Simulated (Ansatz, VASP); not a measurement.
# C in VASP and in Ansatz

```
C
1.0
     2.42303    0.00000    0.00000
    -1.21152    2.09841    0.00000
     0.00000    0.00000   23.80779
C
4
Direct
  0.66667 0.33333 0.57048
  0.33333 0.66667 0.42952
  0.00000 0.00000 0.42953
  0.00000 0.00000 0.57047
```

Change from the starting cell: volume scaled by 0.96.

Alike in both runs: task single point; functional PBEsol; k mesh 12 × 12 × 2; occupations fermi-dirac, width 0.05 eV; no spin polarisation.

|  | VASP | Ansatz |
| --- | --- | --- |
| version | VASP 6.6.1 | Ansatz 0.2.0 |
| potentials or method | VASP PAW PBE potentials, release 64 (C), cutoff 520 eV | all-electron LAPW, scalar-relativistic |

|  | VASP | Ansatz | Ansatz less VASP |
| --- | --- | --- | --- |
| gap on the k mesh at the Fermi level (eV) | none | none | - |
| rms of the force components (eV/Å) | 0.011 | 0.011 | -0.0001 |

VASP's potentials were made for PBE, not for PBEsol. Atom by atom the forces differ by 0.000 eV/Å (rms over components). A gap of «none» marks a metal or a gap that the smearing closes. Ansatz ran all-electron here, and VASP with PAW potentials.
